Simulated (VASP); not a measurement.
# MgB (Pm-3m) in VASP: a series of runs

MgB is run at these levels: HF, PBE; tasks: relaxation of cell and atoms, single point.

All numbers are computed with VASP 6.6.1; they aren't measurements. Logs are shortened: lines on timing, memory, paths and dates and some standing lists are left out, and cuts for length are marked.

**1. The cell of the first run**

Symmetry: Pm-3m, No. 221, cubic system. Conventional cell: a = 2.895 Å, b = 2.895 Å, c = 2.895 Å, α = 90.00°, β = 90.00°, γ = 90.00°. Within 3.3 Å of Mg (site symmetry m-3m) lie 8 B at 2.51 Å and 6 Mg at 2.90 Å. Within 3.3 Å of B (site symmetry m-3m) lie 8 Mg at 2.51 Å and 6 B at 2.90 Å.

**2. Relaxation of cell and atoms, HF**

Input file POSCAR:

```
MgB
1.0
    2.8951500000      0.0000000000      0.0000000000
    0.0000000000      2.8951500000      0.0000000000
    0.0000000000      0.0000000000      2.8951500000
Mg B
1 1
Direct
    0.0000000000      0.0000000000      0.0000000000
    0.5000000000      0.5000000000      0.5000000000
```

Input file INCAR.step1:

```
  ALGO = Normal
  EDIFF = 1E-5
  ENCUT = 600
  GGA = PE
  ISMEAR = -1
  LASPH = True
  LCHARG = False
  LREAL = False
  LWAVE = True
  NBANDS = 10
  NELM = 80
  PREC = Accurate
  SIGMA = 0.05
```

Input file INCAR.step2:

```
  AEXX = 1.0
  AGGAC = 0.0
  ALDAC = 0.0
  ALGO = Normal
  EDIFF = 1E-6
  EDIFFG = -0.01
  ENCUT = 600
  GGA = PE
  IBRION = 2
  ISIF = 3
  ISMEAR = -1
  ISTART = 1
  LASPH = True
  LCHARG = False
  LHFCALC = True
  LREAL = False
  LWAVE = False
  NELM = 80
  NSW = 60
  PREC = Accurate
  PRECFOCK = Normal
  SIGMA = 0.05
```

Input file KPOINTS:

```
k-points
0
Gamma
  5 5 5
```

Potentials or basis: VASP PAW PBE potentials, release 64 (Mg, B).

Launch:

```
> cat potpaw_PBE.64/Mg/POTCAR potpaw_PBE.64/B/POTCAR > POTCAR
> cp INCAR.step1 INCAR
> mpirun -np 1 vasp_std > vasp.out
> cp INCAR.step2 INCAR
> mpirun -np 1 vasp_std > vasp.out
```

OUTCAR:

```text
AEXX = 1.0
   EDIFF = 1E-6
   EDIFFG = -0.01
   ENCUT = 600
   GGA = PE
   IBRION = 2
   ISIF = 3
   ISMEAR = -1
   ISTART = 1
   LASPH = True
   LHFCALC = True
   LREAL = False
   NELM = 80
   NSW = 60
   PREC = Accurate
   PRECFOCK = Normal

 ion  position               nearest neighbor table
   1  0.000  0.000  0.000-   2 2.51   2 2.51   2 2.51   2 2.51   2 2.51   2 2.51   2 2.51   2 2.51

   2  0.500  0.500  0.500-   1 2.51   1 2.51   1 2.51   1 2.51   1 2.51   1 2.51   1 2.51   1 2.51

  LATTYP: Found a simple cubic cell.
 ALAT       =     2.8951500000

  Lattice vectors:

 A1 = (   2.8951500000,   0.0000000000,   0.0000000000)
 A2 = (   0.0000000000,   2.8951500000,   0.0000000000)
 A3 = (   0.0000000000,   0.0000000000,   2.8951500000)

Analysis of symmetry for initial positions (statically):
=====================================================================
 Subroutine PRICEL returns:
 Original cell was already a primitive cell.

 Routine SETGRP: Setting up the symmetry group for a
 simple cubic supercell.

 Subroutine GETGRP returns: Found 48 space group operations
 (whereof 48 operations were pure point group operations)
 out of a pool of 48 trial point group operations.

The static configuration has the point symmetry O_h .

Analysis of symmetry for dynamics (positions and initial velocities):
=====================================================================
 Subroutine PRICEL returns:
 Original cell was already a primitive cell.

 Routine SETGRP: Setting up the symmetry group for a
 simple cubic supercell.

 Subroutine GETGRP returns: Found 48 space group operations
 (whereof 48 operations were pure point group operations)
 out of a pool of 48 trial point group operations.

The dynamic configuration has the point symmetry O_h .

 Subroutine INISYM returns: Found 48 space group operations
 (whereof 48 operations are pure point group operations),
 and found     1 'primitive' translations

----------------------------------------------------------------------------------------

                                     Primitive cell

  volume of cell :      24.2668

  direct lattice vectors                    reciprocal lattice vectors
     2.895150000  0.000000000  0.000000000     0.345405247  0.000000000  0.000000000
     0.000000000  2.895150000  0.000000000     0.000000000  0.345405247  0.000000000
     0.000000000  0.000000000  2.895150000     0.000000000  0.000000000  0.345405247

  length of vectors
     2.895150000  2.895150000  2.895150000     0.345405247  0.345405247  0.345405247

  position of ions in fractional coordinates (direct lattice)
     0.000000000  0.000000000  0.000000000
     0.500000000  0.500000000  0.500000000

  ion indices of the primitive-cell ions
   primitive index   ion index
                 1           1
                 2           2

----------------------------------------------------------------------------------------

 KPOINTS: k-points

Automatic generation of k-mesh.
 Grid dimensions read from file:
 generate k-points for:    5    5    5

 Generating k-lattice:

  Cartesian coordinates                     Fractional coordinates (reciprocal lattice)
     0.069081049  0.000000000  0.000000000     0.200000000  0.000000000  0.000000000
     0.000000000  0.069081049  0.000000000     0.000000000  0.200000000  0.000000000
     0.000000000  0.000000000  0.069081049     0.000000000  0.000000000  0.200000000

  Length of vectors
     0.069081049  0.069081049  0.069081049

  Shift w.r.t. Gamma in fractional coordinates (k-lattice)
     0.000000000  0.000000000  0.000000000

 Subroutine IBZKPT returns following result:
 ===========================================

 Found     10 irreducible k-points:

 Following reciprocal coordinates:
            Coordinates               Weight
  0.000000  0.000000  0.000000      1.000000
  0.200000  0.000000  0.000000      6.000000
  0.400000  0.000000  0.000000      6.000000
  0.200000  0.200000  0.000000     12.000000
  0.400000  0.200000  0.000000     24.000000
  0.400000  0.400000  0.000000     12.000000
  0.200000  0.200000  0.200000      8.000000
  0.400000  0.200000  0.200000     24.000000
  0.400000  0.400000  0.200000     24.000000
  0.400000  0.400000  0.400000      8.000000
   k-points           NKPTS =     10   k-points in BZ     NKDIM =    125   number of bands    NBANDS=      6
   number of dos      NEDOS =    301   number of ions     NIONS =      2
   total plane-waves  NPLWV =  13824
   dimension x,y,z NGX =    24 NGY =   24 NGZ =   24
   dimension x,y,z NGXF=    48 NGYF=   48 NGZF=   48
   ions per type =               1   1
   NGX,Y,Z   is equivalent  to a cutoff of  13.78, 13.78, 13.78 a.u.
   NGXF,Y,Z  is equivalent  to a cutoff of  27.56, 27.56, 27.56 a.u.
 SYSTEM =  unknown system
   PREC   = accura    normal or accurate (medium, high low for compatibility)
   ISTART =      1    job   : 0-new  1-cont  2-samecut
   ICHARG =      0    charge: 1-file 2-atom 10-const
   ISPIN  =      1    spin polarized calculation?
   LNONCOLLINEAR =      F non collinear calculations
   LSORBIT =      F    spin-orbit coupling
   LASPH  =      T    aspherical Exc in radial PAW
   ENCUT  =  600.0 eV  44.10 Ry    6.64 a.u.   5.78  5.78  5.78*2*pi/ulx,y,z
   NELM   =     80;   NELMIN=  2; NELMDL=  0     # of ELM steps
   EDIFF  = 0.1E-05   stopping-criterion for ELM
   LREAL  =      F    real-space projection
   EDIFFG = -.1E-01   stopping-criterion for IOM
   NSW    =     60    number of steps for IOM
   IBRION =      2    ionic relax: 0-MD 1-quasi-New 2-CG
   NFREE  =      1    steps in history (QN), initial steepest desc. (CG)
   ISIF   =      3    stress and relaxation
   ISYM   =      3    0-nonsym 1-usesym 2-fastsym
   POTIM  = 0.5000    time-step for ionic-motion
   TEBEG  =    0.0;   TEEND  =   0.0 temperature during run
   PSTRESS=    0.0 pullay stress
   NELECT =       5.0000    total number of electrons
   NUPDOWN=      -1.0000    fix difference up-down
   EMIN   =  10.00;   EMAX   =-10.00  energy-range for DOS
   EFERMI =   0.00;   METHOD = LEGACY
   ISMEAR =    -1;   SIGMA  =   0.05  broadening in eV -4-tet -1-fermi 0-gaus
   EFERMI_NEDOS =   21; number of points for ismear=-14 and -15
   IALGO  =     38    algorithm
   IMIX   =      1    mixing-type and parameters
     AMIX     =   0.40;   BMIX     =  1.00
     AMIX_MAG =   1.60;   BMIX_MAG =  1.00
  volume/ion in A,a.u.               =      12.13        81.88
  Fermi-wavevector in a.u.,A,eV,Ry     =   0.966927  1.827227 12.720742  0.934948
  Thomas-Fermi vector in A             =   2.096770
   LORBIT       =      0    0 simple, 1 ext, 2 COOP (PROOUT), +10 PAW based schemes
   GGA     = PE    functional components
   LHFCALC =     T    Hartree Fock is set to
   PRECFOCK=normal    Normal, Fast or Accurate (Low or Medium for compatibility)
   ENCUT4O =  -1.0   cutoff for four orbital integrals eV
   NKREDX  =     1    reduce k-point grid by
   NKREDY  =     1    reduce k-point grid by
   NKREDZ  =     1    reduce k-point grid by
   AEXX    =    1.0000 exact exchange contribution
   HFSCREEN=    0.0000 screening length (either q_TF or 0.3 A-1)
   HFSCREENC=   0.0000 screening length for correlation (either q_TF or 0.3 A-1)
   ENCUTFOCK=  -1.0 apply spherical cutoff to Coloumb kernel
   IVDW    =     0    specifies the selected vdW correction
   LEPSILON=     F    determine dielectric tensor
   LRPA    =     F    only Hartree local field effects (RPA)
 conjugate gradient relaxation of ions
 non-spin polarized calculation
  energy-cutoff  :      600.00
  volume of cell :       24.27
 maximum number of plane-waves:       816
 NGX is ok and might be reduce to    24
  NGX = 18; NGY = 18; NGZ = 18

--------------------------------------- Ionic step        1  -------------------------------------------

 number of electron       5.0000000 magnetization

 Free energy of the ion-electron system (eV)
  ---------------------------------------------------
  ext. energy  EPLUGINS =         0.00000000
  ---------------------------------------------------
  free energy    TOTEN  =        -7.44910775 eV

  energy without entropy =       -7.44331283  energy(sigma->0) =       -7.44621029

------------------------ aborting loop because EDIFF is reached ----------------------------------------

  FORCE on cell =-STRESS in cart. coord.  units (eV):
  Direction    XX          YY          ZZ          XY          YZ          ZX
  --------------------------------------------------------------------------------------
  -------------------------------------------------------------------------------------
  Total        0.6172833      0.6172833      0.6172833     -0.0000000     -0.0000000      0.0000000
  in kB       40.7550969     40.7550969     40.7550969     -0.0000000     -0.0000000      0.0000000
  external PRESSURE =      40.7550969 kB  Pullay stress =       0.0000000 kB

 VOLUME and BASIS-vectors are now :
 -----------------------------------------------------------------------------
  energy-cutoff  :      600.00
  volume of cell :       24.27
      direct lattice vectors                 reciprocal lattice vectors
     2.895150000  0.000000000  0.000000000     0.345405247  0.000000000  0.000000000
     0.000000000  2.895150000  0.000000000     0.000000000  0.345405247  0.000000000
     0.000000000  0.000000000  2.895150000     0.000000000  0.000000000  0.345405247
[... 37 lines left out ...]
 POSITION                                       TOTAL-FORCE (eV/Angst)
 -----------------------------------------------------------------------------------
      0.00000      0.00000      0.00000        -0.000000      0.000000      0.000000
      1.46913      1.46913      1.46913         0.000000     -0.000000      0.000000
 -----------------------------------------------------------------------------------
    total drift:                                0.000000     -0.000000     -0.000000

  FREE ENERGIE OF THE ION-ELECTRON SYSTEM (eV)
  ---------------------------------------------------
  free  energy   TOTEN  =        -7.4620481630 eV

  energy  without entropy=       -7.4562532453  energy(sigma->0) =       -7.45915070

--------------------------------------- Ionic step        3  -------------------------------------------

 number of electron       5.0000000 magnetization

 Free energy of the ion-electron system (eV)
  ---------------------------------------------------
  ext. energy  EPLUGINS =         0.00000000
  ---------------------------------------------------
  free energy    TOTEN  =        -7.46207352 eV

  energy without entropy =       -7.45627860  energy(sigma->0) =       -7.45917606

 E-fermi :   6.3477     XC(G=0):   0.0000

 val. band max:        4.1105426288   @ k =   0.2000   0.2000   0.2000
 cond. band min:       6.3920371933   @ k =   0.2000   0.2000   0.0000
 fundamental gap:      2.2814945645
 Fermi energy:         6.3476720335

 k-point     1 :       0.0000    0.0000    0.0000
  band No.  band energies     occupation
      1     -13.0482      2.00000
      2      11.2499      0.00000
      3      11.2499      0.00000
      4      11.2499      0.00000
      5      16.0608      0.00000
      6      16.0608      0.00000

 k-point     2 :       0.2000    0.0000    0.0000
  band No.  band energies     occupation
      1     -12.1682      2.00000
      2       2.8941      2.00000
      3      11.9355      0.00000
      4      11.9355      0.00000
      5      17.0336      0.00000
      6      18.6490      0.00000
[... 92 lines left out ...]
 POSITION                                       TOTAL-FORCE (eV/Angst)
 -----------------------------------------------------------------------------------
      0.00000      0.00000      0.00000        -0.000000      0.000000      0.000000
      1.46816      1.46816      1.46816         0.000000     -0.000000      0.000000
 -----------------------------------------------------------------------------------
    total drift:                                0.000000     -0.000000     -0.000000

  FREE ENERGIE OF THE ION-ELECTRON SYSTEM (eV)
  ---------------------------------------------------
  free  energy   TOTEN  =        -7.4620735225 eV

  energy  without entropy=       -7.4562786049  energy(sigma->0) =       -7.45917606

 reached required accuracy - stopping structural energy minimisation
```

Run time: 79 s. Hardware: 1 thread of Intel Xeon 6975P-C (Granite Rapids), shared host; peak memory 0.14 GiB.

Results:

| Property | Result |
| --- | --- |
| Free energy | -7.4621 eV |
| Relaxed volume | 12.66 Å³/atom |
| Relaxed cell | a = 2.936 Å, b = 2.936 Å, c = 2.936 Å, α = 90.00°, β = 90.00°, γ = 90.00° |
| Space group after relaxing (to 0.05 Å) | Pm-3m (No. 221) |
| Energy gained by relaxing | 6.5 meV/atom |
| Ionic steps | 3 |
| Pressure after relaxing | 0.0 GPa |

Step by step:
```
step  energy change (eV)  largest force (eV/Å)  pressure (GPa)  volume (Å³)
   1              0.0000                0.0000            4.08        24.27
   2             -0.0129                0.0000           -0.18        25.37
   3             -0.0130                0.0000            0.00        25.32
```

Final structure:
```
Mg B
1.0
     2.93631    0.00000    0.00000
     0.00000    2.93631    0.00000
     0.00000    0.00000    2.93631
Mg B
1 1
Direct
  0.00000 0.00000 0.00000
  0.50000 0.50000 0.50000
```

Levels at points of the mesh, in eV from the Fermi level:
| k point | band 1 | band 2 | band 3 | band 4 | band 5 | band 6 |
| --- | --- | --- | --- | --- | --- | --- |
| (0.00, 0.00, 0.00) | -19.40 | 4.90 | 4.90 | 4.90 | 9.71 | 9.71 |

Caveat: the k points lie up to 0.43 Å⁻¹ apart in the final cell; the PAW data sets were made with another functional, which shifts forces and pressure a little.

**3. Single point, PBE**

Input file INCAR:

```
SYSTEM = MgB
ALGO = Normal
EDIFF = 1E-7
ENCUT = 520
GGA = PE
ISIF = 2
ISMEAR = -1
LASPH = .TRUE.
LCHARG = .TRUE.
LELF = .TRUE.
LREAL = .FALSE.
LVHAR = .TRUE.
LWAVE = .FALSE.
NBANDS = 10
NELM = 80
PREC = Accurate
SIGMA = 0.05
```

Input file KPOINTS:

```
k-points
0
G
  8 8 8
  0 0 0
```

POSCAR is that of step 2.

Potentials or basis: VASP PAW PBE potentials, release 64 (Mg, B).

Launch:

```
> cat potpaw_PBE.64/Mg/POTCAR potpaw_PBE.64/B/POTCAR > POTCAR
> mpirun -np 1 vasp_std > vasp.out
```

It took 3.8 s on 1 thread of Intel Xeon 6975P-C, shared host; peak memory 0.14 GiB.

It converged, with:

| Quantity | Value |
| --- | --- |
| Free energy | -6.5982 eV |
| Pressure | 0.3 GPa |

Levels at points of the mesh, in eV from the Fermi level:
```
           k point  band 1  band 2  band 3  band 4  band 5  band 6
(0.00, 0.00, 0.00)  -10.79    2.48    2.48    2.48    7.00    7.00
(0.50, 0.00, 0.00)   -7.68   -5.77    3.63    3.63   10.57   10.86
(0.50, 0.50, 0.00)   -4.85   -3.32   -3.32    1.68    4.94   12.84
(0.50, 0.50, 0.50)   -1.79   -1.33   -1.33   -1.33    3.97    3.97
```
